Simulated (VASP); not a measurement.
# BaTiO3 in VASP: further runs

The runs below take BaTiO3 through electric field gradients, with PBE.

Program: VASP 6.6.1. These are calculated values, not measurements. Logs are shortened: lines on timing, memory, paths and dates and some standing lists are left out, and cuts for length are marked.

## Step 1: The cell of the first run

It takes space group Pm-3m (No. 221, cubic). The conventional cell has a = 4.086 Å, b = 4.086 Å, c = 4.086 Å, α = 90.00°, β = 90.00°, γ = 90.00°. Ba (site symmetry m-3m) has 12 O at 2.89 Å and 8 Ti at 3.54 Å within 3.8 Å. Ti (site symmetry m-3m) has 6 O at 2.04 Å within 2.7 Å. Within 2.7 Å of O (site symmetry 4/mmm) lie 2 Ti at 2.04 Å.

## Step 2: Electric field gradients, PBE (volume scaled by 1.06)

File INCAR:

```
PREC     = Accurate       # precision mode
ENCUT    = 520            # plane-wave cutoff, eV
EDIFF    = 1E-8           # SCF threshold, eV
ISMEAR   = -1             # smearing method
SIGMA    = 0.05           # smearing width, eV
LREAL    = False          # projectors in reciprocal space
LASPH    = True           # aspherical terms in the spheres
NELM     = 80             # most SCF steps
ALGO     = Normal         # electronic algorithm
ISIF     = 2              # what is computed and relaxed
LWAVE    = False          # write WAVECAR
LCHARG   = False          # write CHGCAR
GGA      = PE             # functional
LEFG     = True         
NBANDS   = 28             # bands
```

File KPOINTS:

```
regular mesh
0
Gamma
  8 8 8
```

File POSCAR:

```
BaTiO3
1.0
    4.0858944633      0.0000000000      0.0000000000
    0.0000000000      4.0858944633      0.0000000000
    0.0000000000      0.0000000000      4.0858944633
Ba Ti O
1 1 3
Direct
    0.5000000000      0.5000000000      0.5000000000
    0.0000000000      0.0000000000      0.0000000000
    0.5000000000      0.0000000000      0.0000000000
    0.0000000000      0.5000000000      0.0000000000
    0.0000000000      0.0000000000      0.5000000000
```

Potentials or basis: VASP PAW PBE potentials, release 64 (Ba_sv, Ti_sv, O).

On the command line:

```
$ cat potpaw_PBE.64/Ba_sv/POTCAR potpaw_PBE.64/Ti_sv/POTCAR potpaw_PBE.64/O/POTCAR > POTCAR
$ mpirun -np 1 vasp_std > vasp.out
```

OUTCAR:

```text
PREC = Accurate
   ENCUT = 520
   EDIFF = 1E-8
   ISMEAR = -1
   LREAL = False
   LASPH = True
   NELM = 80
   ISIF = 2
   GGA = PE

 ion  position               nearest neighbor table
   1  0.500  0.500  0.500-   3 2.89   4 2.89   5 2.89   3 2.89   4 2.89   3 2.89   5 2.89   3 2.89
                             4 2.89   5 2.89   4 2.89   5 2.89   2 3.54   2 3.54   2 3.54   2 3.54
   2  0.000  0.000  0.000-   3 2.04   4 2.04   5 2.04   5 2.04   4 2.04   3 2.04   1 3.54   1 3.54
                             1 3.54   1 3.54   1 3.54   1 3.54   1 3.54   1 3.54
   3  0.500  0.000  0.000-   2 2.04   2 2.04   1 2.89   1 2.89   1 2.89   1 2.89
   4  0.000  0.500  0.000-   2 2.04   2 2.04   1 2.89   1 2.89   1 2.89   1 2.89
   5  0.000  0.000  0.500-   2 2.04   2 2.04   1 2.89   1 2.89   1 2.89   1 2.89

  LATTYP: Found a simple cubic cell.
 ALAT       =     4.0858944633

  Lattice vectors:

 A1 = (   4.0858944633,   0.0000000000,   0.0000000000)
 A2 = (   0.0000000000,   4.0858944633,   0.0000000000)
 A3 = (   0.0000000000,   0.0000000000,   4.0858944633)

Analysis of symmetry for initial positions (statically):
=====================================================================
 Subroutine PRICEL returns:
 Original cell was already a primitive cell.

 Routine SETGRP: Setting up the symmetry group for a
 simple cubic supercell.

 Subroutine GETGRP returns: Found 48 space group operations
 (whereof 48 operations were pure point group operations)
 out of a pool of 48 trial point group operations.

The static configuration has the point symmetry O_h .

Analysis of symmetry for dynamics (positions and initial velocities):
=====================================================================
 Subroutine PRICEL returns:
 Original cell was already a primitive cell.

 Routine SETGRP: Setting up the symmetry group for a
 simple cubic supercell.

 Subroutine GETGRP returns: Found 48 space group operations
 (whereof 48 operations were pure point group operations)
 out of a pool of 48 trial point group operations.

The dynamic configuration has the point symmetry O_h .

 Subroutine INISYM returns: Found 48 space group operations
 (whereof 48 operations are pure point group operations),
 and found     1 'primitive' translations

[... 146 lines left out ...]

 E-fermi :   4.1948     XC(G=0): -10.9370

 val. band max:        3.3689261482   @ k =   0.5000   0.5000   0.5000
 cond. band min:       4.9897175991   @ k =   0.0000   0.0000   0.0000
 fundamental gap:      1.6207914509
 Fermi energy:         4.1947553550

 k-point     1 :       0.0000    0.0000    0.0000
  band No.  band energies     occupation
      1     -53.5215      2.00000
      2     -29.7021      2.00000
      3     -29.7021      2.00000
      4     -29.7021      2.00000
      5     -21.6017      2.00000
      6     -13.3760      2.00000
[... 733 lines left out ...]
     27      11.2416      0.00000
     28      11.9689      0.00000

 [... further k-points ...]
[... 5 lines left out ...]
  --------------------------------------------------------------------------------------
  -------------------------------------------------------------------------------------
  Total       -2.4520995     -2.4520995     -2.4520995     -0.0000000     -0.0000000      0.0000000
  in kB      -57.5953243    -57.5953243    -57.5953243     -0.0000000     -0.0000000      0.0000000
  external PRESSURE =     -57.5953243 kB  Pullay stress =       0.0000000 kB

 VOLUME and BASIS-vectors are now :
 -----------------------------------------------------------------------------
  energy-cutoff  :      520.00
  volume of cell :       68.21
      direct lattice vectors                 reciprocal lattice vectors
     4.085894463  0.000000000  0.000000000     0.244744452  0.000000000  0.000000000
     0.000000000  4.085894463  0.000000000     0.000000000  0.244744452  0.000000000
     0.000000000  0.000000000  4.085894463     0.000000000  0.000000000  0.244744452

 POSITION                                       TOTAL-FORCE (eV/Angst)
 -----------------------------------------------------------------------------------
      2.04295      2.04295      2.04295         0.000000      0.000000      0.000000
      0.00000      0.00000      0.00000         0.000000      0.000000      0.000000
      2.04295      0.00000      0.00000         0.000000      0.000000      0.000000
      0.00000      2.04295      0.00000         0.000000      0.000000      0.000000
      0.00000      0.00000      2.04295         0.000000      0.000000      0.000000
 -----------------------------------------------------------------------------------
    total drift:                                0.000000     -0.000000      0.000000

  FREE ENERGIE OF THE ION-ELECTRON SYSTEM (eV)
  ---------------------------------------------------
  free  energy   TOTEN  =       -39.9401119235 eV

  energy  without entropy=      -39.9401119148  energy(sigma->0) =      -39.94011192

 Electric field gradients (V/A^2)
---------------------------------------------------------------------
 ion       V_xx      V_yy      V_zz      V_xy      V_xz      V_yz
---------------------------------------------------------------------
   1       0.000     0.000    -0.000     0.000     0.000     0.000
   2       0.000     0.000     0.000     0.000     0.000     0.000
   3      30.171   -15.086   -15.086    -0.000    -0.000    -0.000
   4     -15.086    30.171   -15.086     0.000    -0.000     0.000
   5     -15.086   -15.086    30.171    -0.000     0.000     0.000
---------------------------------------------------------------------

 Electric field gradients after diagonalization (V/A^2)
 (convention: |V_zz| > |V_xx| > |V_yy|)
----------------------------------------------------------------------
 ion       V_xx      V_yy      V_zz     asymmetry (V_yy - V_xx)/ V_zz
----------------------------------------------------------------------
   1       0.000     0.000    -0.000       0.013
   2       0.000     0.000     0.000      -0.204
   3     -15.086   -15.086    30.171       0.000
   4     -15.086   -15.086    30.171       0.000
   5     -15.086   -15.086    30.171       0.000
----------------------------------------------------------------------

           NMR quadrupolar parameters

 Cq : quadrupolar parameter    Cq=e*Q*V_zz/h
 eta: asymmetry parameters     (V_yy - V_xx)/ V_zz
 Q  : nuclear electric quadrupole moment in mb (millibarn)
----------------------------------------------------------------------
 ion       Cq(MHz)       eta       Q (mb)
----------------------------------------------------------------------
   1      -0.000       0.013       1.000
   2       0.000      -0.204       1.000
   3       0.073       0.000       1.000
   4       0.073       0.000       1.000
   5       0.073       0.000       1.000
----------------------------------------------------------------------
```

OSZICAR:

```text
N       E                     dE             d eps       ncg     rms          rms(c)
DAV:   1     0.423088120402E+03    0.42309E+03   -0.20282E+04  1960   0.150E+03
DAV:   2    -0.920323454967E+01   -0.43229E+03   -0.41071E+03  2296   0.410E+02
DAV:   3    -0.492788022157E+02   -0.40076E+02   -0.39680E+02  2328   0.131E+02
[... 10 lines left out ...]
DAV:  14    -0.399401128496E+02    0.48554E-04   -0.12802E-04  2948   0.950E-02    0.145E-02
DAV:  15    -0.399401124345E+02    0.41511E-06   -0.12640E-05  2428   0.257E-02    0.800E-03
DAV:  16    -0.399401125608E+02   -0.12630E-06   -0.58570E-06  2708   0.219E-02    0.621E-03
DAV:  17    -0.399401123912E+02    0.16956E-06   -0.24134E-07  2260   0.397E-03    0.546E-03
DAV:  18    -0.399401119169E+02    0.47431E-06   -0.17199E-06  2872   0.953E-03    0.145E-03
DAV:  19    -0.399401119235E+02   -0.65256E-08   -0.72160E-08  2220   0.202E-03
   1 F= -.39940112E+02 E0= -.39940112E+02  d E =-.862236E-08
```

Run time: 60 s. Hardware: 1 thread of Intel Xeon Platinum 8488C (Sapphire Rapids), shared host; peak memory 0.21 GiB.

What came out:

- Free energy: -39.9401 eV
- Pressure: -5.8 GPa
- Band gap on the k mesh: 1.62 eV, indirect (least direct gap 1.82 eV)

Electric field gradients, principal values (V/Å²):
```csv
atom,least,middle,greatest (by size)
1 Ba,0.000,0.000,0.000
2 Ti,0.000,0.000,0.000
3 O,-15.086,-15.086,30.171
4 O,-15.086,-15.086,30.171
5 O,-15.086,-15.086,30.171
```

Caveat: without QUAD_EFG the Cq values of the log hold for a quadrupole moment of 1 mb, not for the nuclei; spin-orbit coupling is left out, which moves the levels of the heavy elements. A k mesh can miss the band edges.

## Step 3: Electric field gradients, PBE (zz strain of -2 %)

File INCAR:

```
SYSTEM = BaTiO3
PREC     = Accurate       ! precision mode
ENCUT    = 520            ! plane-wave cutoff, eV
EDIFF    = 1E-8           ! SCF threshold, eV
ISMEAR   = -1             ! smearing method
SIGMA    = 0.05           ! smearing width, eV
LREAL    = .False.        ! projectors in reciprocal space
LASPH    = .True.         ! aspherical terms in the spheres
NELM     = 80             ! most SCF steps
ALGO     = Normal         ! electronic algorithm
ISIF     = 2              ! what is computed and relaxed
LWAVE    = .False.        ! write WAVECAR
LCHARG   = .False.        ! write CHGCAR
GGA      = PE             ! functional
LEFG     = .True.       
NBANDS   = 28             ! bands
```

File KPOINTS:

```
regular mesh
0
Gamma
  8 8 8
  0 0 0
```

POSCAR: that of step 2 with these lines changed.

```diff
@@ -2,5 +2,5 @@
 1.0
-    4.0858944633      0.0000000000      0.0000000000
-    0.0000000000      4.0858944633      0.0000000000
-    0.0000000000      0.0000000000      4.0858944633
+    4.0073000000      0.0000000000      0.0000000000
+    0.0000000000      4.0073000000      0.0000000000
+    0.0000000000      0.0000000000      3.9271540000
 Ba Ti O
```

Potentials or basis: VASP PAW PBE potentials, release 64 (Ba_sv, Ti_sv, O).

On the command line:

```
$ cat potpaw_PBE.64/Ba_sv/POTCAR potpaw_PBE.64/Ti_sv/POTCAR potpaw_PBE.64/O/POTCAR > POTCAR
$ mpirun -np 1 vasp_std > vasp.out
```

OUTCAR:

```text
SYSTEM = BaTiO3
   PREC = Accurate
   ENCUT = 520
   EDIFF = 1E-8
   ISMEAR = -1
   LREAL = .False.
   LASPH = .True.
   NELM = 80
   ISIF = 2
   GGA = PE

 ion  position               nearest neighbor table
   1  0.500  0.500  0.500-   3 2.81   4 2.81   3 2.81   4 2.81   3 2.81   3 2.81   4 2.81   4 2.81
                             5 2.83   5 2.83   5 2.83   5 2.83   2 3.45   2 3.45   2 3.45   2 3.45
   2  0.000  0.000  0.000-   5 1.96   5 1.96   3 2.00   4 2.00   4 2.00   3 2.00   1 3.45   1 3.45
                             1 3.45   1 3.45   1 3.45   1 3.45   1 3.45   1 3.45
   3  0.500  0.000  0.000-   2 2.00   2 2.00   1 2.81   1 2.81   1 2.81   1 2.81
   4  0.000  0.500  0.000-   2 2.00   2 2.00   1 2.81   1 2.81   1 2.81   1 2.81
   5  0.000  0.000  0.500-   2 1.96   2 1.96   1 2.83   1 2.83   1 2.83   1 2.83

  LATTYP: Found a simple tetragonal cell.
 ALAT       =     4.0073000000
 C/A-ratio  =     0.9800000000

  Lattice vectors:

 A1 = (   4.0073000000,   0.0000000000,   0.0000000000)
 A2 = (   0.0000000000,   4.0073000000,   0.0000000000)
 A3 = (   0.0000000000,   0.0000000000,   3.9271540000)

Analysis of symmetry for initial positions (statically):
=====================================================================
[... 957 lines left out ...]
 -----------------------------------------------------------------------------------
    total drift:                                0.000000     -0.000000      0.000000

  FREE ENERGIE OF THE ION-ELECTRON SYSTEM (eV)
  ---------------------------------------------------
  free  energy   TOTEN  =       -39.9184102700 eV

  energy  without entropy=      -39.9184102682  energy(sigma->0) =      -39.91841027

 Electric field gradients (V/A^2)
---------------------------------------------------------------------
 ion       V_xx      V_yy      V_zz      V_xy      V_xz      V_yz
---------------------------------------------------------------------
   1       1.196     1.196    -2.392     0.000    -0.000     0.000
   2       9.204     9.204   -18.407     0.000    -0.000     0.000
   3      26.545    -9.968   -16.577    -0.000    -0.000     0.000
   4      -9.968    26.545   -16.577     0.000     0.000    -0.000
   5      -8.477    -8.477    16.954     0.000    -0.000     0.000
---------------------------------------------------------------------

 Electric field gradients after diagonalization (V/A^2)
 (convention: |V_zz| > |V_xx| > |V_yy|)
----------------------------------------------------------------------
 ion       V_xx      V_yy      V_zz     asymmetry (V_yy - V_xx)/ V_zz
----------------------------------------------------------------------
   1       1.196     1.196    -2.392       0.000
   2       9.204     9.204   -18.407       0.000
   3     -16.577    -9.968    26.545       0.249
   4     -16.577    -9.968    26.545       0.249
   5      -8.477    -8.477    16.954       0.000
----------------------------------------------------------------------

           NMR quadrupolar parameters

 Cq : quadrupolar parameter    Cq=e*Q*V_zz/h
 eta: asymmetry parameters     (V_yy - V_xx)/ V_zz
 Q  : nuclear electric quadrupole moment in mb (millibarn)
----------------------------------------------------------------------
 ion       Cq(MHz)       eta       Q (mb)
----------------------------------------------------------------------
   1      -0.006       0.000       1.000
   2      -0.045       0.000       1.000
   3       0.064       0.249       1.000
   4       0.064       0.249       1.000
   5       0.041       0.000       1.000
----------------------------------------------------------------------
```

OSZICAR:

```text
N       E                     dE             d eps       ncg     rms          rms(c)
DAV:   1     0.426431618525E+03    0.42643E+03   -0.20521E+04  4200   0.152E+03
DAV:   2    -0.877985898565E+01   -0.43521E+03   -0.41450E+03  4912   0.417E+02
DAV:   3    -0.487122126466E+02   -0.39932E+02   -0.39546E+02  4848   0.132E+02
[... 11 lines left out ...]
DAV:  15    -0.399184115767E+02   -0.15252E-06   -0.16404E-05  5592   0.385E-02    0.102E-02
DAV:  16    -0.399184101733E+02    0.14034E-05   -0.42914E-06  5332   0.210E-02    0.715E-04
DAV:  17    -0.399184102586E+02   -0.85342E-07   -0.28745E-07  6372   0.455E-03    0.175E-03
DAV:  18    -0.399184102707E+02   -0.12034E-07   -0.10876E-07  5300   0.311E-03    0.340E-04
DAV:  19    -0.399184102700E+02    0.68530E-09   -0.92121E-09  3080   0.627E-04
   1 F= -.39918410E+02 E0= -.39918410E+02  d E =-.180756E-08
```

stdout:

```text
POSCAR found type information on POSCAR BaTiO
 POSCAR found :  3 types and       5 ions
 scaLAPACK will be used
 LDA part: xc-table for (Slater+PW92), standard interpolation
 POSCAR, INCAR and KPOINTS ok, starting setup
 FFT: planning ... GRIDC
 FFT: planning ... GRID_SOFT
 FFT: planning ... GRID
 WAVECAR not read
 entering main loop
ion   1

ion   2

ion   3

ion   4

ion   5
```

Run time: 1.9 min. Hardware: 1 thread of Intel Xeon Platinum 8375C at 2.90GHz (Ice Lake), shared host; peak memory 0.26 GiB.

Results:

* Free energy: -39.9184 eV
* Pressure: 7.1 GPa
* Band gap on the k mesh: 1.74 eV, indirect (least direct gap 1.87 eV)

Stress tensor (GPa, compression positive):
```
 5.61  0.00  0.00
 0.00  5.61  0.00
 0.00  0.00 10.01
```

Electric field gradients, principal values (V/Å²):
```csv
atom,least,middle,greatest (by size)
1 Ba,1.196,1.196,-2.392
2 Ti,9.204,9.204,-18.407
3 O,-9.968,-16.577,26.545
4 O,-9.968,-16.577,26.545
5 O,-8.477,-8.477,16.954
```

Caveat: the cell differs from its parent crystal (zz strain of -2 %); without QUAD_EFG the Cq values of the log hold for a quadrupole moment of 1 mb, not for the nuclei; spin-orbit coupling is left out, which moves the levels of the heavy elements.

(Part 1 of 2 ends here.)
